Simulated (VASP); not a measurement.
CdS: single point with PBEsol

Crystal: CdS.

```
Cd S
1.0
     0.00000    2.91164    2.91164
     2.91164    0.00000    2.91164
     2.91164    2.91164    0.00000
Cd S
1 1
Cartesian
  0.0000 0.0000 0.0000
  1.4558 1.4558 1.4558
```

```yaml
Program: VASP 6.6.1
Task: single point
Functional: PBEsol
Potentials_or_basis: VASP PAW PBE potentials, release 64 (Cd, S)
Cutoff: 500 eV
k_mesh: 6 × 6 × 6
Occupations: gaussian, width 0.05 eV
Spin: no spin polarisation
```

The pressure is 0.4 GPa and the band gap on the k mesh is 1.02 eV.

Levels at points of the mesh, in eV from the valence-band top:
| k point | band 6 | band 7 | band 8 | band 9 | band 10 | band 11 | band 12 | band 13 |
| --- | --- | --- | --- | --- | --- | --- | --- | --- |
| (0.00, 0.00, 0.00) | -7.26 | 0.00 | 0.00 | 0.00 | 1.02 | 6.44 | 6.44 | 6.44 |
| (0.50, 0.00, 0.00) | -6.87 | -4.51 | -0.77 | -0.77 | 2.90 | 6.91 | 6.91 | 7.34 |
| (0.50, 0.50, 0.00) | -6.81 | -4.04 | -1.93 | -1.93 | 3.38 | 4.25 | 9.10 | 10.70 |

Wall time 35 s on 1 thread of Intel Xeon 8259CL (shared host), peak memory 0.17 GiB.

Caveat: the PAW data sets were made with another functional, which shifts forces and pressure a little.
